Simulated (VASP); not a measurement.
# AlN (zincblende type) (F-43m) in VASP: notebook, part 2 of 2

VASP 6.6.1. Earlier steps stand in the parts before.

### Step 5. Single point, PBE (volume scaled by 0.72)

INCAR reads:

```
ALGO = Normal
EDIFF = 1E-6
ENCUT = 520
GGA = PE
ISIF = 2
ISMEAR = -1
LASPH = T
LCHARG = T
LELF = T
LREAL = F
LVHAR = T
LWAVE = F
NBANDS = 11
NELM = 80
PREC = Accurate
SIGMA = 0.08
```

KPOINTS reads:

```
k-points
0
Gamma
  17 17 17
```

POSCAR reads:

```
AlN
1.0
    0.0000000000      1.9731727596      1.9731727596
    1.9731727596      0.0000000000      1.9731727596
    1.9731727596      1.9731727596      0.0000000000
Al N
1 1
Direct
    0.0000000000      0.0000000000      0.0000000000
    0.2500000000      0.2500000000      0.2500000000
```

Potentials or basis: VASP PAW PBE potentials, release 64 (Al, N).

Launch:

```console
cat potpaw_PBE.64/Al/POTCAR potpaw_PBE.64/N/POTCAR > POTCAR
mpirun -np 1 vasp_std > vasp.out
```

OUTCAR:

```text
EDIFF = 1E-6
   ENCUT = 520
   GGA = PE
   ISIF = 2
   ISMEAR = -1
   LASPH = T
   LREAL = F
   NELM = 80
   PREC = Accurate

 ion  position               nearest neighbor table
   1  0.000  0.000  0.000-   2 1.71   2 1.71   2 1.71   2 1.71
   2  0.250  0.250  0.250-   1 1.71   1 1.71   1 1.71   1 1.71

  LATTYP: Found a face centered cubic cell.
 ALAT       =     3.9463455192

  Lattice vectors:

 A1 = (   0.0000000000,   1.9731727596,   1.9731727596)
 A2 = (   1.9731727596,   0.0000000000,   1.9731727596)
 A3 = (   1.9731727596,   1.9731727596,   0.0000000000)

Analysis of symmetry for initial positions (statically):
=====================================================================
 Subroutine PRICEL returns:
 Original cell was already a primitive cell.

 Routine SETGRP: Setting up the symmetry group for a
 face centered cubic supercell.

 Subroutine GETGRP returns: Found 24 space group operations
 (whereof 24 operations were pure point group operations)
 out of a pool of 48 trial point group operations.

The static configuration has the point symmetry T_d .

Analysis of symmetry for dynamics (positions and initial velocities):
=====================================================================
 Subroutine PRICEL returns:
 Original cell was already a primitive cell.

 Routine SETGRP: Setting up the symmetry group for a
 face centered cubic supercell.

 Subroutine GETGRP returns: Found 24 space group operations
 (whereof 24 operations were pure point group operations)
 out of a pool of 48 trial point group operations.

The dynamic configuration has the point symmetry T_d .

 Subroutine INISYM returns: Found 24 space group operations
 (whereof 24 operations are pure point group operations),
 and found     1 'primitive' translations

[... 119 lines left out ...]
   GGA     = PE    functional components
   LHFCALC =     F    Hartree Fock is set to
   AEXX    =    0.0000 exact exchange contribution
   IVDW    =     0    specifies the selected vdW correction
   LEPSILON=     F    determine dielectric tensor
   LRPA    =     F    only Hartree local field effects (RPA)
 non-spin polarized calculation
  energy-cutoff  :      520.00
  volume of cell :       15.36
 maximum number of plane-waves:       428
 NGX is ok and might be reduce to    24
   NGX = 11   NGY = 11   NGZ = 11

 number of electron       8.0000000 magnetization

 Free energy of the ion-electron system (eV)
  ---------------------------------------------------
  ext. energy  EPLUGINS =         0.00000000
  ---------------------------------------------------
  free energy    TOTEN  =       -13.14179652 eV

  energy without entropy =      -13.14179652  energy(sigma->0) =      -13.14179652

 E-fermi :  10.9333     XC(G=0): -12.3370

 val. band max:        9.2439828001   @ k =  -0.0588   0.0588   0.0000
 cond. band min:      12.7089480699   @ k =   0.4706   0.4706   0.0000
 fundamental gap:      3.4649652697
 Fermi energy:        10.9333342595

 k-point     1 :       0.0000    0.0000    0.0000
  band No.  band energies     occupation
      1      -7.7110      2.00000
      2       9.2330      2.00000
      3       9.2330      2.00000
      4       9.2330      2.00000
      5      16.4241      0.00000
      6      25.1283      0.00000
      7      25.1283      0.00000
      8      25.1283      0.00000
      9      29.5228      0.00000
     10      29.5228      0.00000
     11      31.6974      0.00000
[... 309 lines left out ...]
 k-point    24 :      -0.1176    0.0588    0.0000
  band No.  band energies     occupation
      1      -7.2677      2.00000
      2       7.6737      2.00000
      3       8.8925      2.00000
      4       9.2296      2.00000
      5      17.5393      0.00000
      6      24.2974      0.00000
      7      25.0556      0.00000
      8      25.4143      0.00000
      9      26.5608      0.00000
     10      28.4404      0.00000
     11      31.2906      0.00000

 [... further k-points ...]

------------------------ aborting loop because EDIFF is reached ----------------------------------------

  FORCE on cell =-STRESS in cart. coord.  units (eV):
  Direction    XX          YY          ZZ          XY          YZ          ZX
  --------------------------------------------------------------------------------------
  -------------------------------------------------------------------------------------
  Total       11.4689559     11.4689559     11.4689559      0.0000000     -0.0000000      0.0000000
  in kB     1195.9392992   1195.9392992   1195.9392992      0.0000000     -0.0000000      0.0000000
  external PRESSURE =    1195.9392992 kB  Pullay stress =       0.0000000 kB

 VOLUME and BASIS-vectors are now :
 -----------------------------------------------------------------------------
  energy-cutoff  :      520.00
  volume of cell :       15.36
      direct lattice vectors                 reciprocal lattice vectors
     0.000000000  1.973172760  1.973172760    -0.253398998  0.253398998  0.253398998
     1.973172760  0.000000000  1.973172760     0.253398998 -0.253398998  0.253398998
     1.973172760  1.973172760  0.000000000     0.253398998  0.253398998 -0.253398998

 POSITION                                       TOTAL-FORCE (eV/Angst)
 -----------------------------------------------------------------------------------
      0.00000      0.00000      0.00000         0.000000      0.000000      0.000000
      0.98659      0.98659      0.98659        -0.000000     -0.000000     -0.000000
 -----------------------------------------------------------------------------------
    total drift:                                0.000000      0.000000      0.000000

  FREE ENERGIE OF THE ION-ELECTRON SYSTEM (eV)
  ---------------------------------------------------
  free  energy   TOTEN  =       -13.1417965196 eV

  energy  without entropy=      -13.1417965195  energy(sigma->0) =      -13.14179652
```

OSZICAR:

```text
N       E                     dE             d eps       ncg     rms          rms(c)
DAV:   1     0.127944936979E+02    0.12794E+02   -0.42262E+03  3718   0.631E+02
DAV:   2    -0.156432230200E+02   -0.28438E+02   -0.27518E+02  4392   0.153E+02
DAV:   3    -0.163261625129E+02   -0.68294E+00   -0.68226E+00  4414   0.216E+01
DAV:   4    -0.163292489307E+02   -0.30864E-02   -0.30863E-02  4194   0.158E+00
DAV:   5    -0.163292778333E+02   -0.28903E-04   -0.28903E-04  4434   0.142E-01    0.106E+01
DAV:   6    -0.132281086112E+02    0.31012E+01   -0.11594E+01  4237   0.190E+01    0.366E+00
DAV:   7    -0.131514681528E+02    0.76640E-01   -0.50548E-01  4266   0.469E+00    0.258E+00
DAV:   8    -0.131428260021E+02    0.86422E-02   -0.26477E-02  4065   0.149E+00    0.613E-01
DAV:   9    -0.131417847605E+02    0.10412E-02   -0.28567E-03  4320   0.352E-01    0.304E-01
DAV:  10    -0.131417965362E+02   -0.11776E-04   -0.34249E-04  4074   0.125E-01    0.407E-02
DAV:  11    -0.131417962539E+02    0.28222E-06   -0.14743E-05  4323   0.280E-02    0.829E-03
DAV:  12    -0.131417965196E+02   -0.26566E-06   -0.43157E-07  2553   0.630E-03
   1 F= -.13141797E+02 E0= -.13141797E+02  d E =-.745256E-10
```

Run time: 16 s. Hardware: 1 thread of Intel Xeon Platinum 8488C (Sapphire Rapids), shared host; peak memory 0.15 GiB.

Results:

```
Free energy            : -13.1418 eV
Pressure               : 119.6 GPa
Band gap on the k mesh : 3.46 eV, indirect (least direct gap 5.52 eV)
```

Levels at points of the mesh, in eV from the valence-band top:
```tsv
k point	band 1	band 2	band 3	band 4	band 5	band 6	band 7	band 8	band 9
(0.00, 0.00, 0.00)	-16.95	-0.01	-0.01	-0.01	7.18	15.88	15.88	15.88	20.28
```

### Step 6. Single point, PBE (volume scaled by 0.8)

INCAR reads:

```
PREC = Accurate
ENCUT = 520
EDIFF = 1E-6
ISMEAR = -1
SIGMA = 0.08
LREAL = F
LASPH = T
NELM = 60
ALGO = Normal
ISIF = 2
LWAVE = F
LCHARG = T
GGA = PE
LELF = T
LVHAR = T
NBANDS = 11
```

KPOINTS reads:

```
regular mesh
0
Gamma
  17 17 17
```

POSCAR reads:

```
AlN
1.0
    0.0000000000      2.0437021796      2.0437021796
    2.0437021796      0.0000000000      2.0437021796
    2.0437021796      2.0437021796      0.0000000000
Al N
1 1
Direct
    0.0000000000      0.0000000000      0.0000000000
    0.2500000000      0.2500000000      0.2500000000
```

Potentials or basis: VASP PAW PBE potentials, release 64 (Al, N).

Launch:

```console
cat potpaw_PBE.64/Al/POTCAR potpaw_PBE.64/N/POTCAR > POTCAR
mpirun -np 1 vasp_std > vasp.out
```

OUTCAR:

```text
PREC = Accurate
   ENCUT = 520
   EDIFF = 1E-6
   ISMEAR = -1
   LREAL = F
   LASPH = T
   NELM = 60
   ISIF = 2
   GGA = PE

 ion  position               nearest neighbor table
   1  0.000  0.000  0.000-   2 1.77   2 1.77   2 1.77   2 1.77
   2  0.250  0.250  0.250-   1 1.77   1 1.77   1 1.77   1 1.77

  LATTYP: Found a face centered cubic cell.
 ALAT       =     4.0874043592

  Lattice vectors:

 A1 = (   0.0000000000,   2.0437021796,   2.0437021796)
 A2 = (   2.0437021796,   0.0000000000,   2.0437021796)
 A3 = (   2.0437021796,   2.0437021796,   0.0000000000)

Analysis of symmetry for initial positions (statically):
=====================================================================
 Subroutine PRICEL returns:
 Original cell was already a primitive cell.

 Routine SETGRP: Setting up the symmetry group for a
 face centered cubic supercell.

 Subroutine GETGRP returns: Found 24 space group operations
 (whereof 24 operations were pure point group operations)
 out of a pool of 48 trial point group operations.

The static configuration has the point symmetry T_d .

[... 168 lines left out ...]
  band No.  band energies     occupation
      1      -8.2102      2.00000
      2       8.0117      2.00000
      3       8.0117      2.00000
      4       8.0117      2.00000
      5      14.0964      0.00000
      6      22.6794      0.00000
      7      22.6794      0.00000
      8      22.6794      0.00000
      9      27.3656      0.00000
     10      27.3656      0.00000
     11      29.2271      0.00000
[... 309 lines left out ...]
 k-point    24 :      -0.1176    0.0588    0.0000
  band No.  band energies     occupation
      1      -7.8137      2.00000
      2       6.4924      2.00000
      3       7.6855      2.00000
      4       7.9983      2.00000
      5      15.2549      0.00000
      6      21.9183      0.00000
      7      22.6684      0.00000
      8      22.9766      0.00000
      9      24.5399      0.00000
     10      26.1646      0.00000
     11      28.8509      0.00000

 [... further k-points ...]

------------------------ aborting loop because EDIFF is reached ----------------------------------------

  FORCE on cell =-STRESS in cart. coord.  units (eV):
  Direction    XX          YY          ZZ          XY          YZ          ZX
  --------------------------------------------------------------------------------------
  -------------------------------------------------------------------------------------
  Total        7.0611226      7.0611226      7.0611226      0.0000000      0.0000000     -0.0000000
  in kB      662.6764115    662.6764115    662.6764115      0.0000000      0.0000000     -0.0000000
  external PRESSURE =     662.6764115 kB  Pullay stress =       0.0000000 kB

 VOLUME and BASIS-vectors are now :
 -----------------------------------------------------------------------------
  energy-cutoff  :      520.00
  volume of cell :       17.07
      direct lattice vectors                 reciprocal lattice vectors
     0.000000000  2.043702180  2.043702180    -0.244654043  0.244654043  0.244654043
     2.043702180  0.000000000  2.043702180     0.244654043 -0.244654043  0.244654043
     2.043702180  2.043702180  0.000000000     0.244654043  0.244654043 -0.244654043

 POSITION                                       TOTAL-FORCE (eV/Angst)
 -----------------------------------------------------------------------------------
      0.00000      0.00000      0.00000        -0.000000     -0.000000      0.000000
      1.02185      1.02185      1.02185         0.000000      0.000000     -0.000000
 -----------------------------------------------------------------------------------
    total drift:                                0.000000      0.000000      0.000000

  FREE ENERGIE OF THE ION-ELECTRON SYSTEM (eV)
  ---------------------------------------------------
  free  energy   TOTEN  =       -14.1129302781 eV

  energy  without entropy=      -14.1129302780  energy(sigma->0) =      -14.11293028
```

stdout:

```text
POSCAR found type information on POSCAR AlN
 POSCAR found :  2 types and       2 ions
 scaLAPACK will be used
 LDA part: xc-table for (Slater+PW92), standard interpolation
 POSCAR, INCAR and KPOINTS ok, starting setup
 FFT: planning ... GRIDC
 FFT: planning ... GRID_SOFT
 FFT: planning ... GRID
 WAVECAR not read
 entering main loop
```

Wall time 19 s (1 thread of Intel Xeon Platinum 8488C (Sapphire Rapids), shared host); peak memory 0.15 GiB.

What came out:

| Property | Result |
| --- | --- |
| Free energy | -14.1129 eV |
| Pressure | 66.3 GPa |
| Band gap on the k mesh | 3.45 eV, indirect (least direct gap 5.41 eV) |

### Step 7. Summary

| cell | gap on the mesh (eV) | pressure (GPa) |
| --- | --- | --- |
| a = 2.551 Å, angles 60.0°, 2 atoms | 3.37 | 361.8 |
| a = 2.683 Å, angles 60.0°, 2 atoms | 3.45 | 203.3 |
| a = 2.790 Å, angles 60.0°, 2 atoms | 3.46 | 119.6 |
| a = 2.890 Å, angles 60.0°, 2 atoms | 3.45 | 66.3 |

Alike in all rows: task single point; level PBE; potentials or basis VASP PAW PBE potentials, release 64 (Al, N); no spin polarisation; k mesh 17 × 17 × 17; cutoff (eV) 520; smearing fermi-dirac 0.08 eV.

Absolute energies hang on the potentials; compare differences alone.
